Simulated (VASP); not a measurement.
# In (C2/m) in VASP: a series of runs

The runs below take In through single point, with r2SCAN.

All numbers are computed with VASP 6.6.1; they aren't measurements. Logs are shortened: lines on timing, memory, paths and dates and some standing lists are left out, and cuts for length are marked.

### 1 The cell of the first run

The structure is monoclinic, space group C2/m (No. 12). Conventional cell: a = 4.492 Å, b = 4.639 Å, c = 3.339 Å, α = 90.00°, β = 130.88°, γ = 90.00°. Within 4.2 Å of In (site symmetry 2/m) lie 12 In at 3.23 to 3.43 Å.

### 2 Single point, r2SCAN

POSCAR reads:

```
In
1.0
   -1.6190646052      1.6612415974      2.5247666629
    1.6612415974     -1.6190646052      2.5247666629
    1.5669310712      1.5669310712     -2.4970521319
In
1
Direct
    0.0000000000      0.0000000000      0.0000000000
```

INCAR.step1 reads:

```
SYSTEM = In
PREC = Accurate
ENCUT = 520
ISMEAR = 1
SIGMA = 0.3
LREAL = .False.
LASPH = .True.
NELM = 100
NBANDS = 12
GGA = PE
ALGO = Normal
EDIFF = 1E-4
LWAVE = .True.
LCHARG = .False.
```

INCAR.step2 reads:

```
SYSTEM = In
PREC = Accurate
ENCUT = 520
EDIFF = 1E-6
ISMEAR = 1
SIGMA = 0.3
LREAL = .False.
LASPH = .True.
NELM = 100
ALGO = Normal
ISIF = 2
LWAVE = .False.
LCHARG = .True.
METAGGA = R2SCAN
LMIXTAU = .True.
LELF = .True.
LVHAR = .True.
NBANDS = 12
ISTART = 1
```

KPOINTS reads:

```
Automatic mesh
0
Gamma
  11 11 14
  0 0 0
```

Potentials or basis: VASP PAW PBE potentials, release 64 (In_d).

Started as:

```sh
$ cat potpaw_PBE.64/In_d/POTCAR > POTCAR
$ cp INCAR.step1 INCAR
$ mpirun -np 1 vasp_std > vasp.out
$ cp INCAR.step2 INCAR
$ mpirun -np 1 vasp_std > vasp.out
```

OUTCAR:

```text
SYSTEM = In
   PREC = Accurate
   ENCUT = 520
   EDIFF = 1E-6
   ISMEAR = 1
   LREAL = .False.
   LASPH = .True.
   NELM = 100
   ISIF = 2
   METAGGA = R2SCAN
   ISTART = 1

 ion  position               nearest neighbor table
   1  0.000  0.000  0.000-

  Warning from LATTYP: Got some problem with cell dimensions!
  Tried to take original basis but could not verify dimensions!
  LATTYP: Found a base centered monoclinic cell.
 ALAT       =     4.4919396200
 B/A-ratio  =     1.0327506407
 C/A-ratio  =     0.7432279121
 COS(beta)  =    -0.6544768028

  Lattice vectors:

 A1 = (   0.0521335340,  -3.2281726686,  -0.0277145310)
 A2 = (  -3.2281726686,   0.0521335340,  -0.0277145310)
 A3 = (   1.5669310712,   1.5669310712,  -2.4970521319)

Analysis of symmetry for initial positions (statically):
=====================================================================
 Subroutine PRICEL returns:
 Original cell was already a primitive cell.

 Routine SETGRP: Setting up the symmetry group for a
 base centered monoclinic supercell.

 Subroutine GETGRP returns: Found  4 space group operations
 (whereof  4 operations were pure point group operations)
 out of a pool of  4 trial point group operations.

The static configuration has the point symmetry C_2h.

Analysis of symmetry for dynamics (positions and initial velocities):
=====================================================================
 Subroutine PRICEL returns:
 Original cell was already a primitive cell.

 Routine SETGRP: Setting up the symmetry group for a
 base centered monoclinic supercell.

 Subroutine GETGRP returns: Found  4 space group operations
 (whereof  4 operations were pure point group operations)
 out of a pool of  4 trial point group operations.

The dynamic configuration has the point symmetry C_2h.

 Subroutine INISYM returns: Found  4 space group operations
 (whereof  4 operations are pure point group operations),
 and found     1 'primitive' translations

----------------------------------------------------------------------------------------

                                     Primitive cell

  volume of cell :      26.3001

  direct lattice vectors                    reciprocal lattice vectors
    -1.619064605  1.661241597  2.524766663     0.003298590  0.308148179  0.195436696
     1.661241597 -1.619064605  2.524766663     0.308148179  0.003298590  0.195436696
     1.566931071  1.566931071 -2.497052132     0.314903486  0.314903486 -0.005260558

  length of vectors
     3.428635376  3.428635376  3.338534905     0.364913255  0.364913255  0.445371849

[... 87 lines left out ...]
   TEBEG  =    0.0;   TEEND  =   0.0 temperature during run
   PSTRESS=    0.0 pullay stress
   NELECT =      13.0000    total number of electrons
   NUPDOWN=      -1.0000    fix difference up-down
   EMIN   =  10.00;   EMAX   =-10.00  energy-range for DOS
   EFERMI =   0.00;   METHOD = LEGACY
   ISMEAR =     1;   SIGMA  =   0.30  broadening in eV -4-tet -1-fermi 0-gaus
   EFERMI_NEDOS =   21; number of points for ismear=-14 and -15
   IALGO  =     38    algorithm
   IMIX   =      4    mixing-type and parameters
     AMIX     =   0.40;   BMIX     =  1.00
     AMIX_MAG =   1.60;   BMIX_MAG =  1.00
  volume/ion in A,a.u.               =      26.30       177.48
  Fermi-wavevector in a.u.,A,eV,Ry     =   1.294404  2.446069 22.796318  1.675482
  Thomas-Fermi vector in A             =   2.425989
   LORBIT       =      0    0 simple, 1 ext, 2 COOP (PROOUT), +10 PAW based schemes
   METAGGA = R2SCAN    functional components
   LHFCALC =     F    Hartree Fock is set to
   AEXX    =    0.0000 exact exchange contribution
   IVDW    =     0    specifies the selected vdW correction
   LEPSILON=     F    determine dielectric tensor
   LRPA    =     F    only Hartree local field effects (RPA)
 non-spin polarized calculation
 Methfessel and Paxton  Order N= 1 SIGMA  =   0.30
  energy-cutoff  :      520.00
  volume of cell :       26.30
 maximum number of plane-waves:       724
 NGX is ok and might be reduce to    28
   NGX = 13   NGY = 13   NGZ = 13

 number of electron      13.0000002 magnetization

 Free energy of the ion-electron system (eV)
  ---------------------------------------------------
  ext. energy  EPLUGINS =         0.00000000
  ---------------------------------------------------
  free energy    TOTEN  =       -22.57193522 eV

  energy without entropy =      -22.57169074  energy(sigma->0) =      -22.57185373

 E-fermi :   7.4273     XC(G=0): -11.0450

 val. band max:        7.4155278452   @ k =  -0.1818  -0.3636   0.0714
 cond. band min:       7.4275158368   @ k =  -0.3636   0.0000   0.3571
 fundamental gap:      0.0119879916
 Fermi energy:         7.4272941736

 k-point     1 :       0.0000    0.0000    0.0000
  band No.  band energies     occupation
      1      -7.9043      2.00000
      2      -7.7725      2.00000
      3      -7.7274      2.00000
      4      -7.7053      2.00000
      5      -7.5493      2.00000
      6      -2.5727      2.00000
      7      18.2737      0.00000
      8      18.5022      0.00000
      9      19.0082      0.00000
     10      19.7597      0.00000
     11      21.6722      0.00000
     12      22.0969      0.00000
[... 331 lines left out ...]
 k-point    24 :      -0.1818    0.1818    0.0000
  band No.  band energies     occupation
      1      -7.8428      2.00000
      2      -7.7519      2.00000
      3      -7.6998      2.00000
      4      -7.6614      2.00000
      5      -7.5871      2.00000
      6      -1.5173      2.00000
      7      14.7551      0.00000
      8      15.6022      0.00000
      9      16.0230      0.00000
     10      17.3386      0.00000
     11      19.3762      0.00000
     12      23.9610      0.00000

 [... further k-points ...]

------------------------ aborting loop because EDIFF is reached ----------------------------------------

  FORCE on cell =-STRESS in cart. coord.  units (eV):
  Direction    XX          YY          ZZ          XY          YZ          ZX
  --------------------------------------------------------------------------------------
  -------------------------------------------------------------------------------------
  Total        0.0137883      0.0137883      0.0169871     -0.0002564     -0.0290272     -0.0290272
  in kB        0.8399668      0.8399668      1.0348381     -0.0156169     -1.7683074     -1.7683042
  external PRESSURE =       0.9049239 kB  Pullay stress =       0.0000000 kB

 VOLUME and BASIS-vectors are now :
 -----------------------------------------------------------------------------
  energy-cutoff  :      520.00
  volume of cell :       26.30
      direct lattice vectors                 reciprocal lattice vectors
    -1.619064605  1.661241597  2.524766663     0.003298590  0.308148179  0.195436696
     1.661241597 -1.619064605  2.524766663     0.308148179  0.003298590  0.195436696
     1.566931071  1.566931071 -2.497052132     0.314903486  0.314903486 -0.005260558

 POSITION                                       TOTAL-FORCE (eV/Angst)
 -----------------------------------------------------------------------------------
      0.00000      0.00000      0.00000         0.000000      0.000000      0.000000
 -----------------------------------------------------------------------------------
    total drift:                               -0.000000     -0.000000     -0.000000

  FREE ENERGIE OF THE ION-ELECTRON SYSTEM (eV)
  ---------------------------------------------------
  free  energy   TOTEN  =       -22.5719352216 eV

  energy  without entropy=      -22.5716907395  energy(sigma->0) =      -22.57185373
```

OSZICAR.step1:

```text
N       E                     dE             d eps       ncg     rms          rms(c)
DAV:   1     0.783039478232E+02    0.78304E+02   -0.62720E+03 11472   0.137E+03
DAV:   2     0.121257561743E+01   -0.77091E+02   -0.75042E+02 11844   0.292E+02
DAV:   3    -0.249144071843E+01   -0.37040E+01   -0.36932E+01 13400   0.642E+01
DAV:   4    -0.257517248199E+01   -0.83732E-01   -0.83705E-01 14116   0.966E+00
DAV:   5    -0.257900914332E+01   -0.38367E-02   -0.38366E-02 15520   0.183E+00    0.228E+00
DAV:   6    -0.255638808834E+01    0.22621E-01   -0.36196E-02 14216   0.388E+00    0.113E+00
DAV:   7    -0.255201371840E+01    0.43744E-02   -0.11429E-02 14648   0.202E+00    0.255E-01
DAV:   8    -0.255175168795E+01    0.26203E-03   -0.90554E-04 15268   0.500E-01    0.330E-02
DAV:   9    -0.255175778037E+01   -0.60924E-05   -0.10684E-05  7188   0.506E-02
   1 F= -.25517578E+01 E0= -.25518044E+01  d E =0.139754E-03
```

Wall time 9.2 min (1 thread of Intel Xeon 6975P-C (Granite Rapids), shared host); peak memory 0.27 GiB.

What came out:

| Item | Value |
| --- | --- |
| Free energy | -22.5719 eV |
| Pressure | 0.1 GPa |
| Band gap on the k mesh | zero (an odd number of electrons rules out a gap without spin polarisation) |

Caveat: so wide a smearing shifts energies and pressures; the PAW data sets were made with another functional, which shifts forces and pressure a little; spin-orbit coupling is left out, which moves the levels of the heavy elements.

### 3 Single point, r2SCAN

POSCAR is that of step 2.

INCAR.step1 reads:

```
SYSTEM = In
  PREC = Accurate
  ENCUT = 520
  ISMEAR = 1
  SIGMA = 0.6
  LREAL = .False.
  LASPH = .True.
  NELM = 60
  NBANDS = 12
  GGA = PE
  ALGO = Normal
  EDIFF = 1E-4
  LWAVE = .True.
  LCHARG = .False.
```

INCAR.step2 reads:

```
SYSTEM = In
  PREC = Accurate
  ENCUT = 520
  EDIFF = 1E-7
  ISMEAR = 1
  SIGMA = 0.6
  LREAL = .False.
  LASPH = .True.
  NELM = 60
  ALGO = Normal
  ISIF = 2
  LWAVE = .False.
  LCHARG = .False.
  METAGGA = R2SCAN
  LMIXTAU = .True.
  NBANDS = 12
  ISTART = 1
```

KPOINTS is that of step 2.

Potentials or basis: VASP PAW PBE potentials, release 64 (In_d).

Started as:

```sh
$ cat potpaw_PBE.64/In_d/POTCAR > POTCAR
$ cp INCAR.step1 INCAR
$ mpirun -np 1 vasp_std > vasp.out
$ cp INCAR.step2 INCAR
$ mpirun -np 1 vasp_std > vasp.out
```

It took 8.3 min on 1 thread of Intel Xeon 6975P-C (Granite Rapids), shared host; peak memory 0.27 GiB.

It converged, with:

```yaml
Free_energy: -22.5722 eV
Pressure: 0.0 GPa
Band_gap_on_the_k_mesh: zero (an odd number of electrons rules out a gap without spin polarisation)
```

Stress tensor (GPa, compression positive):
```
 0.09  0.09 -0.17
 0.09  0.09 -0.17
-0.17 -0.17 -0.07
```

Levels at points of the mesh, in eV from the Fermi level:
| k point | band 2 | band 3 | band 4 | band 5 | band 6 | band 7 | band 8 | band 9 | band 10 | band 11 |
| --- | --- | --- | --- | --- | --- | --- | --- | --- | --- | --- |
| (0.00, 0.00, 0.00) | -15.20 | -15.15 | -15.13 | -14.98 | -10.00 | 10.85 | 11.08 | 11.58 | 12.33 | 14.25 |
| (0.00, 0.00, 0.50) | -15.36 | -14.92 | -14.88 | -14.78 | -1.86 | -1.09 | 3.26 | 3.89 | 7.16 | 7.28 |

Caveat: so wide a smearing shifts energies and pressures; the PAW data sets were made with another functional, which shifts forces and pressure a little; spin-orbit coupling is left out, which moves the levels of the heavy elements.

### 4 Single point, r2SCAN

POSCAR is that of step 3.

INCAR.step1 reads:

```
  PREC = Accurate
  ENCUT = 520
  ISMEAR = -1
  SIGMA = 0.1
  LREAL = F
  LASPH = T
  NELM = 80
  NBANDS = 12
  GGA = PE
  ALGO = Normal
  EDIFF = 1E-4
  LWAVE = T
  LCHARG = F
```

INCAR.step2 reads:

```
  PREC = Accurate
  ENCUT = 520
  EDIFF = 1E-6
  ISMEAR = -1
  SIGMA = 0.1
  LREAL = F
  LASPH = T
  NELM = 80
  ALGO = Normal
  ISIF = 2
  LWAVE = F
  LCHARG = F
  METAGGA = R2SCAN
  LMIXTAU = T
  NBANDS = 12
  ISTART = 1
```

KPOINTS reads:

```
Automatic mesh
0
Gamma
  11 11 14
```

Started as:

```sh
$ cat potpaw_PBE.64/In_d/POTCAR > POTCAR
$ cp INCAR.step1 INCAR
$ mpirun -np 1 vasp_std > vasp.out
$ cp INCAR.step2 INCAR
$ mpirun -np 1 vasp_std > vasp.out
```

Run time: 6.8 min. Hardware: 1 thread of AMD EPYC 9R45 (Zen 5), shared host; peak memory 0.24 GiB.

Results (log left out):

```
Free energy            : -22.5792 eV
Pressure               : 0.1 GPa
Band gap on the k mesh : zero (an odd number of electrons rules out a gap without spin polarisation)
```

Stress tensor (GPa, compression positive):
```
 0.12  0.03 -0.16
 0.03  0.12 -0.16
-0.16 -0.16  0.09
```

Levels at points of the mesh, in eV from the Fermi level:
| k point | band 2 | band 3 | band 4 | band 5 | band 6 | band 7 | band 8 | band 9 | band 10 | band 11 |
| --- | --- | --- | --- | --- | --- | --- | --- | --- | --- | --- |
| (0.00, 0.00, 0.00) | -15.20 | -15.16 | -15.13 | -14.98 | -10.00 | 10.85 | 11.07 | 11.58 | 12.33 | 14.24 |
| (0.00, 0.00, 0.50) | -15.36 | -14.92 | -14.89 | -14.78 | -1.87 | -1.09 | 3.26 | 3.89 | 7.15 | 7.28 |

Caveat: the PAW data sets were made with another functional, which shifts forces and pressure a little; spin-orbit coupling is left out, which moves the levels of the heavy elements.

### 5 Single point, r2SCAN

POSCAR is that of step 4.

INCAR.step1 reads:

```
PREC = Accurate
ENCUT = 520
ISMEAR = -1
SIGMA = 0.01
LREAL = False
LASPH = True
NELM = 80
NBANDS = 12
GGA = PE
ALGO = Normal
EDIFF = 1E-4
LWAVE = True
LCHARG = False
```

INCAR.step2 reads:

```
PREC = Accurate
ENCUT = 520
EDIFF = 1E-6
ISMEAR = -1
SIGMA = 0.01
LREAL = False
LASPH = True
NELM = 80
ALGO = Normal
ISIF = 2
LWAVE = False
LCHARG = True
METAGGA = R2SCAN
LMIXTAU = True
LELF = True
LVHAR = True
NBANDS = 12
ISTART = 1
```

KPOINTS reads:

```
regular mesh
0
Gamma
  11 11 14
```

Started as:

```sh
$ cat potpaw_PBE.64/In_d/POTCAR > POTCAR
$ cp INCAR.step1 INCAR
$ mpirun -np 1 vasp_std > vasp.out
$ cp INCAR.step2 INCAR
$ mpirun -np 1 vasp_std > vasp.out
```

Run time: 6.8 min. Hardware: 1 thread of AMD EPYC 9R45 (Zen 5), shared host; peak memory 0.25 GiB.

Results (log left out):

- Free energy: -22.5715 eV
- Pressure: 0.1 GPa
- Band gap on the k mesh: zero (an odd number of electrons rules out a gap without spin polarisation)

Stress tensor (GPa, compression positive):
```
 0.12 -0.05 -0.11
-0.05  0.12 -0.11
-0.11 -0.11  0.20
```

Levels at points of the mesh, in eV from the Fermi level:
```csv
k point,band 3,band 4,band 5,band 6,band 7,band 8,band 9,band 10
"(0.00, 0.00, 0.00)",-15.16,-15.14,-14.98,-10.01,10.84,11.06,11.57,12.32
"(0.00, 0.00, 0.50)",-14.93,-14.89,-14.79,-1.87,-1.10,3.25,3.88,7.14
```

Caveat: the PAW data sets were made with another functional, which shifts forces and pressure a little; spin-orbit coupling is left out, which moves the levels of the heavy elements.

### 6 Summary

| smearing | gap on the mesh (eV) | pressure (GPa) |
| --- | --- | --- |
| methfessel-paxton 0.3 eV | none | 0.1 |
| methfessel-paxton 0.6 eV | none | 0.0 |
| fermi-dirac 0.1 eV | none | 0.1 |
| fermi-dirac 0.01 eV | none | 0.1 |

Alike in all rows: task single point; level r2SCAN; potentials or basis VASP PAW PBE potentials, release 64 (In_d); no spin polarisation; cell as given; k mesh 11 × 11 × 14; cutoff (eV) 520.

Caveats: the PAW data sets were made with another functional, which shifts forces and pressure a little; spin-orbit coupling is left out, which moves the levels of the heavy elements; so wide a smearing shifts energies and pressures (at least some runs).

Absolute energies hang on the potentials; compare differences alone.
